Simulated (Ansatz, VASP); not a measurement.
# Sc: VASP beside Ansatz

```
CELL_PARAMETERS angstrom
0.00000 2.87405 2.87405
2.87405 0.00000 2.87405
2.87405 2.87405 0.00000
ATOMIC_POSITIONS crystal
Sc 0.12500 0.12500 0.12500
Sc 0.87500 0.87500 0.87500
```

Alike in both runs: task single point; functional LDA; k mesh 10 × 10 × 10; occupations fermi-dirac, width 0.1 eV; no spin polarisation.

|  | VASP | Ansatz |
| --- | --- | --- |
| version | VASP 6.6.1 | Ansatz 0.2.0 |
| potentials or method | VASP PAW LDA potentials, release 64 (Sc_sv), cutoff 520 eV | plane waves (420 eV) with PAW, scalar-relativistic |
| valence electrons in the cell | 22 | 22 |

VASP gave:

- pressure (GPa): 0.9

Task: Estimate Ansatz's values.

Result: Pressure (GPa): 0.8.

Ansatz warns that its potentials were made for another functional, while VASP's fit it. LDA's correlation is that of Perdew and Zunger in VASP and of Perdew and Wang (1992) in Ansatz.
